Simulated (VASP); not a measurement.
# LiH (P4/mmm) in VASP: notebook

The runs below take LiH through single point, relaxation of cell and atoms, with PBE.

All numbers are computed with VASP 6.6.1; they aren't measurements. Logs are shortened: lines on timing, memory, paths and dates and some standing lists are left out, and cuts for length are marked.

## (1) The cell of the first run

It takes space group P4/mmm (No. 123, tetragonal). The conventional cell has a = 2.589 Å, b = 2.589 Å, c = 2.917 Å, α = 90.00°, β = 90.00°, γ = 90.00°. Within 3.1 Å of Li (site symmetry 4/mmm) lie 8 H at 2.34 Å and 6 Li at 2.59 to 2.92 Å. Within 3.1 Å of H (site symmetry 4/mmm) lie 8 Li at 2.34 Å and 6 H at 2.59 to 2.92 Å.

## (2) Single point, PBE

Input file INCAR:

```
SYSTEM = LiH
PREC = Accurate
ENCUT = 520
EDIFF = 1E-6
ISMEAR = 0
SIGMA = 0.1
LREAL = .FALSE.
LASPH = .TRUE.
NELM = 80
ALGO = Normal
ISIF = 2
LWAVE = .FALSE.
LCHARG = .FALSE.
GGA = PE
NBANDS = 9
```

Input file KPOINTS:

```
Automatic mesh
0
G
  6 6 6
  0 0 0
```

Input file POSCAR:

```
LiH
1.0
    2.5892677400      0.0000000000      0.0000000000
    0.0000000000      2.5892677400      0.0000000000
    0.0000000000      0.0000000000      2.9172417500
Li H
1 1
Direct
    0.0000000000      0.0000000000      0.0000000000
    0.5000000000      0.5000000000      0.5000000000
```

Potentials or basis: VASP PAW PBE potentials, release 64 (Li_sv, H).

Run with:

```sh
cat potpaw_PBE.64/Li_sv/POTCAR potpaw_PBE.64/H/POTCAR > POTCAR
mpirun -np 1 vasp_std > vasp.out
```

OUTCAR:

```text
SYSTEM = LiH
   PREC = Accurate
   ENCUT = 520
   EDIFF = 1E-6
   ISMEAR = 0
   LREAL = .FALSE.
   LASPH = .TRUE.
   NELM = 80
   ISIF = 2
   GGA = PE

 ion  position               nearest neighbor table
   1  0.000  0.000  0.000-
   2  0.500  0.500  0.500-

  LATTYP: Found a simple tetragonal cell.
 ALAT       =     2.5892677400
 C/A-ratio  =     1.1266667038

  Lattice vectors:

 A1 = (   2.5892677400,   0.0000000000,   0.0000000000)
 A2 = (   0.0000000000,   2.5892677400,   0.0000000000)
 A3 = (   0.0000000000,   0.0000000000,   2.9172417500)

Analysis of symmetry for initial positions (statically):
=====================================================================
 Subroutine PRICEL returns:
 Original cell was already a primitive cell.

 Routine SETGRP: Setting up the symmetry group for a
 simple tetragonal supercell.

 Subroutine GETGRP returns: Found 16 space group operations
 (whereof 16 operations were pure point group operations)
 out of a pool of 16 trial point group operations.

The static configuration has the point symmetry D_4h.

Analysis of symmetry for dynamics (positions and initial velocities):
=====================================================================
 Subroutine PRICEL returns:
 Original cell was already a primitive cell.

 Routine SETGRP: Setting up the symmetry group for a
 simple tetragonal supercell.

 Subroutine GETGRP returns: Found 16 space group operations
 (whereof 16 operations were pure point group operations)
 out of a pool of 16 trial point group operations.

The dynamic configuration has the point symmetry D_4h.

 Subroutine INISYM returns: Found 16 space group operations
 (whereof 16 operations are pure point group operations),
 and found     1 'primitive' translations

----------------------------------------------------------------------------------------

                                     Primitive cell

  volume of cell :      19.5581

  direct lattice vectors                    reciprocal lattice vectors
     2.589267740  0.000000000  0.000000000     0.386209578  0.000000000  0.000000000
     0.000000000  2.589267740  0.000000000     0.000000000  0.386209578  0.000000000
     0.000000000  0.000000000  2.917241750     0.000000000  0.000000000  0.342789555

  length of vectors
     2.589267740  2.589267740  2.917241750     0.386209578  0.386209578  0.342789555

  position of ions in fractional coordinates (direct lattice)
     0.000000000  0.000000000  0.000000000
     0.500000000  0.500000000  0.500000000

  ion indices of the primitive-cell ions
   primitive index   ion index
                 1           1
                 2           2

----------------------------------------------------------------------------------------

 KPOINTS: Automatic mesh

Automatic generation of k-mesh.
 Grid dimensions read from file:
 generate k-points for:    6    6    6

 Generating k-lattice:

  Cartesian coordinates                     Fractional coordinates (reciprocal lattice)
     0.064368263  0.000000000  0.000000000     0.166666667  0.000000000  0.000000000
     0.000000000  0.064368263  0.000000000     0.000000000  0.166666667  0.000000000
     0.000000000  0.000000000  0.057131592     0.000000000  0.000000000  0.166666667

  Length of vectors
     0.064368263  0.064368263  0.057131592

  Shift w.r.t. Gamma in fractional coordinates (k-lattice)
     0.000000000  0.000000000  0.000000000

 Subroutine IBZKPT returns following result:
 ===========================================

 Found     40 irreducible k-points:

 Following reciprocal coordinates:
            Coordinates               Weight
  0.000000  0.000000  0.000000      1.000000
  0.166667  0.000000  0.000000      4.000000
  0.333333  0.000000  0.000000      4.000000
  0.500000  0.000000  0.000000      2.000000
  0.166667  0.166667  0.000000      4.000000
  0.333333  0.166667  0.000000      8.000000
[... 16 lines left out ...]
  0.333333  0.000000  0.333333      8.000000
  0.500000  0.000000  0.333333      4.000000
 [... further k-points ...]
   k-points           NKPTS =     40   k-points in BZ     NKDIM =     40   number of bands    NBANDS=      9
   number of dos      NEDOS =    301   number of ions     NIONS =      2
   total plane-waves  NPLWV =   9600
   dimension x,y,z NGX =    20 NGY =   20 NGZ =   24
   dimension x,y,z NGXF=    40 NGYF=   40 NGZF=   48
   ions per type =               1   1
   NGX,Y,Z   is equivalent  to a cutoff of  12.84, 12.84, 13.68 a.u.
   NGXF,Y,Z  is equivalent  to a cutoff of  25.68, 25.68, 27.35 a.u.
 SYSTEM =  LiH
   PREC   = accura    normal or accurate (medium, high low for compatibility)
   ISTART =      0    job   : 0-new  1-cont  2-samecut
   ICHARG =      2    charge: 1-file 2-atom 10-const
   ISPIN  =      1    spin polarized calculation?
   LNONCOLLINEAR =      F non collinear calculations
   LSORBIT =      F    spin-orbit coupling
   LASPH  =      T    aspherical Exc in radial PAW
   ENCUT  =  520.0 eV  38.22 Ry    6.18 a.u.   4.81  4.81  5.42*2*pi/ulx,y,z
   NELM   =     80;   NELMIN=  2; NELMDL= -5     # of ELM steps
   EDIFF  = 0.1E-05   stopping-criterion for ELM
   LREAL  =      F    real-space projection
   EDIFFG = 0.1E-04   stopping-criterion for IOM
   NSW    =      0    number of steps for IOM
   IBRION =     -1    ionic relax: 0-MD 1-quasi-New 2-CG
   NFREE  =      0    steps in history (QN), initial steepest desc. (CG)
   ISIF   =      2    stress and relaxation
   ISYM   =      2    0-nonsym 1-usesym 2-fastsym
   POTIM  = 0.5000    time-step for ionic-motion
   TEBEG  =    0.0;   TEEND  =   0.0 temperature during run
   PSTRESS=    0.0 pullay stress
   NELECT =       4.0000    total number of electrons
   NUPDOWN=      -1.0000    fix difference up-down
   EMIN   =  10.00;   EMAX   =-10.00  energy-range for DOS
   EFERMI =   0.00;   METHOD = LEGACY
   ISMEAR =     0;   SIGMA  =   0.10  broadening in eV -4-tet -1-fermi 0-gaus
   EFERMI_NEDOS =   21; number of points for ismear=-14 and -15
   IALGO  =     38    algorithm
   IMIX   =      4    mixing-type and parameters
     AMIX     =   0.40;   BMIX     =  1.00
     AMIX_MAG =   1.60;   BMIX_MAG =  1.00
  volume/ion in A,a.u.               =       9.78        65.99
  Fermi-wavevector in a.u.,A,eV,Ry     =   0.964538  1.822713 12.657959  0.930334
  Thomas-Fermi vector in A             =   2.094178
   LORBIT       =      0    0 simple, 1 ext, 2 COOP (PROOUT), +10 PAW based schemes
   GGA     = PE    functional components
   LHFCALC =     F    Hartree Fock is set to
   AEXX    =    0.0000 exact exchange contribution
   IVDW    =     0    specifies the selected vdW correction
   LEPSILON=     F    determine dielectric tensor
   LRPA    =     F    only Hartree local field effects (RPA)
 non-spin polarized calculation
 Gauss-broadening in eV      SIGMA  =   0.10
  energy-cutoff  :      520.00
  volume of cell :       19.56
 maximum number of plane-waves:       540
 NGX is ok and might be reduce to    20
   NGX =  9   NGY =  9   NGZ = 11

 number of electron       3.9999993 magnetization

 Free energy of the ion-electron system (eV)
  ---------------------------------------------------
  ext. energy  EPLUGINS =         0.00000000
  ---------------------------------------------------
  free energy    TOTEN  =        -5.48964770 eV

  energy without entropy =       -5.48927982  energy(sigma->0) =       -5.48946376

 E-fermi :   2.0864     XC(G=0):  -7.9730

 val. band max:        2.0222543808   @ k =   0.0000   0.0000   0.5000
 cond. band min:       2.1551290681   @ k =   0.5000   0.5000   0.5000
 fundamental gap:      0.1328746873
 Fermi energy:         2.0864156844

 k-point     1 :       0.0000    0.0000    0.0000
  band No.  band energies     occupation
      1     -45.8154      2.00000
      2      -5.3800      2.00000
      3      10.1881      0.00000
      4      11.2777      0.00000
      5      14.3093      0.00000
      6      14.3093      0.00000
      7      15.6170      0.00000
      8      17.2322      0.00000
      9      28.9609      0.00000

 k-point     2 :       0.1667    0.0000    0.0000
  band No.  band energies     occupation
      1     -45.8064      2.00000
      2      -4.9504      2.00000
      3       9.4947      0.00000
      4      10.7811      0.00000
      5      11.2906      0.00000
      6      14.8824      0.00000
      7      16.5200      0.00000
      8      22.4353      0.00000
      9      25.3505      0.00000

 k-point     3 :       0.3333    0.0000    0.0000
  band No.  band energies     occupation
      1     -45.7886      2.00000
      2      -3.8196      2.00000
      3       5.2145      0.00000
      4      11.0758      0.00000
      5      12.5099      0.00000
      6      16.5216      0.00000
      7      17.9188      0.00000
      8      20.3068      0.00000
      9      24.4443      0.00000

 k-point     4 :       0.5000    0.0000    0.0000
  band No.  band energies     occupation
      1     -45.7798      2.00000
      2      -2.9633      2.00000
      3       3.2946      0.00000
      4      10.9400      0.00000
      5      14.4370      0.00000
      6      17.2140      0.00000
      7      18.1696      0.00000
      8      19.7189      0.00000
      9      21.7373      0.00000
[... 205 lines left out ...]
 k-point    22 :       0.1667    0.0000    0.3333
  band No.  band energies     occupation
      1     -45.7984      2.00000
      2      -3.8138      2.00000
      3       3.6868      0.00000
      4      10.3688      0.00000
      5      13.9164      0.00000
      6      16.4818      0.00000
      7      20.0933      0.00000
      8      23.1299      0.00000
      9      23.3868      0.00000

 k-point    23 :       0.3333    0.0000    0.3333
  band No.  band energies     occupation
      1     -45.7812      2.00000
      2      -2.4647      2.00000
      3       4.3817      0.00000
      4       6.2435      0.00000
      5      11.5777      0.00000
      6      18.0117      0.00000
      7      19.7785      0.00000
      8      24.5008      0.00000
      9      25.1329      0.00000

 k-point    24 :       0.5000    0.0000    0.3333
  band No.  band energies     occupation
      1     -45.7725      2.00000
      2      -1.3509      2.00000
      3       3.8516      0.00000
      4       5.1775      0.00000
      5      10.3641      0.00000
      6      19.3858      0.00000
      7      20.1223      0.00000
      8      23.6861      0.00000
      9      25.7358      0.00000

 [... further k-points ...]

------------------------ aborting loop because EDIFF is reached ----------------------------------------

  FORCE on cell =-STRESS in cart. coord.  units (eV):
  Direction    XX          YY          ZZ          XY          YZ          ZX
  --------------------------------------------------------------------------------------
  -------------------------------------------------------------------------------------
  Total        0.1060808      0.1060808     -2.0978894      0.0000000      0.0000000      0.0000000
  in kB        8.6900278      8.6900278   -171.8568417      0.0000000      0.0000000      0.0000000
  external PRESSURE =     -51.4922620 kB  Pullay stress =       0.0000000 kB

 VOLUME and BASIS-vectors are now :
 -----------------------------------------------------------------------------
  energy-cutoff  :      520.00
  volume of cell :       19.56
      direct lattice vectors                 reciprocal lattice vectors
     2.589267740  0.000000000  0.000000000     0.386209578  0.000000000  0.000000000
     0.000000000  2.589267740  0.000000000     0.000000000  0.386209578  0.000000000
     0.000000000  0.000000000  2.917241750     0.000000000  0.000000000  0.342789555

 POSITION                                       TOTAL-FORCE (eV/Angst)
 -----------------------------------------------------------------------------------
      0.00000      0.00000      0.00000         0.000000      0.000000      0.000000
      1.29463      1.29463      1.45862         0.000000      0.000000      0.000000
 -----------------------------------------------------------------------------------
    total drift:                                0.000000      0.000000      0.000000

  FREE ENERGIE OF THE ION-ELECTRON SYSTEM (eV)
  ---------------------------------------------------
  free  energy   TOTEN  =        -5.4896476955 eV

  energy  without entropy=       -5.4892798184  energy(sigma->0) =       -5.48946376
```

Run time: 8.1 s. Hardware: 1 thread of Intel Xeon 8259CL, shared host; peak memory 0.12 GiB.

Results:

- Free energy: -5.4896 eV
- Band gap on the k mesh: zero (band 2 reaches 2.16 eV, above the bottom of band 3 at 2.02 eV)

Caveat: the k points lie up to 0.40 Å⁻¹ apart; the cutoff is under 1.25 times the usual one of these potentials, so pressure, stress and relaxed cells hold a basis-set (Pulay) error.

## (3) Relaxation of cell and atoms, PBE

Input file INCAR:

```
SYSTEM = LiH
ALGO = Normal ; EDIFF = 1E-7
EDIFFG = -0.04 ; ENCUT = 600
GGA = PE ; IBRION = 2
ISIF = 3 ; ISMEAR = 0
LASPH = .TRUE. ; LCHARG = .FALSE.
LREAL = .FALSE. ; LWAVE = .FALSE.
NELM = 100 ; NSW = 90
PREC = Accurate ; SIGMA = 0.1
```

Input file KPOINTS:

```
k-points
0
G
  6 6 6
  0 0 0
```

POSCAR is that of step 2.

Potentials or basis: VASP PAW PBE potentials, release 64 (Li_sv, H).

Run with:

```sh
cat potpaw_PBE.64/Li_sv/POTCAR potpaw_PBE.64/H/POTCAR > POTCAR
mpirun -np 1 vasp_std > vasp.out
```

OUTCAR:

```text
SYSTEM = LiH
   EDIFF = 1E-7
   EDIFFG = -0.04
   ENCUT = 600
   GGA = PE
   IBRION = 2
   ISIF = 3
   ISMEAR = 0
   LASPH = .TRUE.
   LREAL = .FALSE.
   NELM = 100
   NSW = 90
   PREC = Accurate

 ion  position               nearest neighbor table
   1  0.000  0.000  0.000-
   2  0.500  0.500  0.500-

  LATTYP: Found a simple tetragonal cell.
 ALAT       =     2.5892677400
 C/A-ratio  =     1.1266667038

  Lattice vectors:

 A1 = (   2.5892677400,   0.0000000000,   0.0000000000)
 A2 = (   0.0000000000,   2.5892677400,   0.0000000000)
 A3 = (   0.0000000000,   0.0000000000,   2.9172417500)

Analysis of symmetry for initial positions (statically):
=====================================================================
 Subroutine PRICEL returns:
 Original cell was already a primitive cell.

 Routine SETGRP: Setting up the symmetry group for a
 simple tetragonal supercell.

 Subroutine GETGRP returns: Found 16 space group operations
 (whereof 16 operations were pure point group operations)
 out of a pool of 16 trial point group operations.

The static configuration has the point symmetry D_4h.

Analysis of symmetry for dynamics (positions and initial velocities):
=====================================================================
[... 165 lines left out ...]
  Direction    XX          YY          ZZ          XY          YZ          ZX
  --------------------------------------------------------------------------------------
  -------------------------------------------------------------------------------------
  Total        0.1059388      0.1059388     -2.0979732      0.0000000      0.0000000      0.0000000
  in kB        8.6783965      8.6783965   -171.8637042      0.0000000      0.0000000      0.0000000
  external PRESSURE =     -51.5023037 kB  Pullay stress =       0.0000000 kB
[... 59 lines left out ...]
--------------------------------------- Ionic step        3  -------------------------------------------

 number of electron       4.0000002 magnetization

 E-fermi :   3.0052     XC(G=0):  -8.2514

 val. band max:        2.6629255073   @ k =   0.5000   0.5000   0.5000
 cond. band min:       3.3475816113   @ k =   0.0000   0.0000   0.5000
 fundamental gap:      0.6846561040
 Fermi energy:         3.0052051665

 k-point     1 :       0.0000    0.0000    0.0000
  band No.  band energies     occupation
      1     -45.2691      2.00000
      2      -5.3553      2.00000
      3      13.6955      0.00000
      4      13.8662      0.00000
      5      14.0594      0.00000
      6      14.0594      0.00000
[... 386 lines left out ...]
--------------------------------------- Ionic step        8  -------------------------------------------

 number of electron       4.0000001 magnetization

 Free energy of the ion-electron system (eV)
  ---------------------------------------------------
  ext. energy  EPLUGINS =         0.00000000
  ---------------------------------------------------
  free energy    TOTEN  =        -5.65460477 eV

  energy without entropy =       -5.65460477  energy(sigma->0) =       -5.65460477

 E-fermi :   3.8143     XC(G=0):  -8.6142

 val. band max:        3.4692719299   @ k =   0.5000   0.5000   0.5000
 cond. band min:       4.1691084113   @ k =   0.5000   0.0000   0.0000
 fundamental gap:      0.6998364814
 Fermi energy:         3.8142891650

 k-point     1 :       0.0000    0.0000    0.0000
  band No.  band energies     occupation
      1     -44.6492      2.00000
      2      -5.2927      2.00000
      3      15.2998      0.00000
      4      15.2998      0.00000
      5      15.4509      0.00000
      6      15.8747      0.00000
[... 236 lines left out ...]
  FREE ENERGIE OF THE ION-ELECTRON SYSTEM (eV)
  ---------------------------------------------------
  free  energy   TOTEN  =        -5.6546047709 eV

  energy  without entropy=       -5.6546047673  energy(sigma->0) =       -5.65460477

 reached required accuracy - stopping structural energy minimisation
```

OSZICAR:

```text
N       E                     dE             d eps       ncg     rms          rms(c)
DAV:   1    -0.105509656540E+01   -0.10551E+01   -0.13942E+03   492   0.622E+02
DAV:   2    -0.563357946307E+01   -0.45785E+01   -0.45785E+01   660   0.657E+01
DAV:   3    -0.574842445336E+01   -0.11484E+00   -0.11484E+00   618   0.947E+00
[... 73 lines left out ...]
DAV:   4    -0.565461768072E+01    0.62876E-03   -0.76479E-04   774   0.246E-01    0.425E-02
DAV:   5    -0.565460509896E+01    0.12582E-04   -0.10806E-04   672   0.893E-02    0.813E-03
DAV:   6    -0.565460492200E+01    0.17696E-06   -0.82975E-06   702   0.220E-02    0.253E-03
DAV:   7    -0.565460476919E+01    0.15281E-06   -0.26214E-07   510   0.578E-03    0.107E-03
DAV:   8    -0.565460477088E+01   -0.16926E-08   -0.38685E-08   252   0.228E-03
   8 F= -.56546048E+01 E0= -.56546048E+01  d E =-.182989E-01
```

CONTCAR:

```text
LiH
   1.00000000000000
     2.5154538857930588    0.0000000000000000    0.0000000000000000
     0.0000000000000000    2.5154538857930588    0.0000000000000000
     0.0000000000000000   -0.0000000000000000    2.5064416571105275
  Li              H
     1     1
Direct
     0.0000000000000000    0.0000000000000000    1.0000000000000000
     0.5000000000000000    0.5000000000000000    0.5000000000000000

  0.00000000E+00  0.00000000E+00  0.00000000E+00
  0.00000000E+00  0.00000000E+00  0.00000000E+00
```

It took 38 s on 1 thread of Intel Xeon 8259CL, shared host; peak memory 0.13 GiB.

Results:

```yaml
Free_energy: -5.6546 eV
Relaxed_volume: 7.93 Å³/atom
Relaxed_cell: a = 2.515 Å, b = 2.515 Å, c = 2.506 Å, α = 90.00°, β = 90.00°, γ = 90.00°
Space_group_after_relaxing_to_0.05_Å: Pm-3m (No. 221)
Energy_gained_by_relaxing: 82.7 meV/atom
Ionic_steps: 8
Pressure_after_relaxing: -0.3 GPa
Band_gap_on_the_k_mesh: 0.70 eV, indirect (least direct gap 4.18 eV)
```

The path:
| step | energy change (eV) | largest force (eV/Å) | pressure (GPa) | volume (Å³) |
| --- | --- | --- | --- | --- |
| 1 | 0.0000 | 0.0000 | -5.15 | 19.56 |
| 2 | -0.0908 | 0.0000 | -4.50 | 18.66 |
| 3 | -0.1401 | 0.0000 | -3.57 | 17.79 |
| 4 | -0.0776 | 0.0000 | -0.21 | 16.01 |
| 5 | -0.1470 | 0.0000 | -3.00 | 17.39 |
| 6 | -0.1470 | 0.0000 | -2.93 | 17.34 |
| 7 | -0.1578 | 0.0000 | -1.98 | 16.74 |
| 8 | -0.1653 | 0.0000 | -0.26 | 15.86 |

Final structure:
```cif
data_structure
_symmetry_space_group_name_H-M 'P 1'
_symmetry_Int_Tables_number 1
_cell_length_a 2.5155
_cell_length_b 2.5155
_cell_length_c 2.5064
_cell_angle_alpha 90.000
_cell_angle_beta 90.000
_cell_angle_gamma 90.000
_cell_volume 15.86
loop_
_atom_site_label
_atom_site_type_symbol
_atom_site_fract_x
_atom_site_fract_y
_atom_site_fract_z
_atom_site_occupancy
Li1 Li 0.00000 0.00000 0.00000 1
H1 H 0.50000 0.50000 0.50000 1
```

Caveat: the cutoff is under 1.25 times the usual one of these potentials, so pressure, stress and relaxed cells hold a basis-set (Pulay) error; the volume moved by over 15 % at a fixed basis, so the end points are rough.
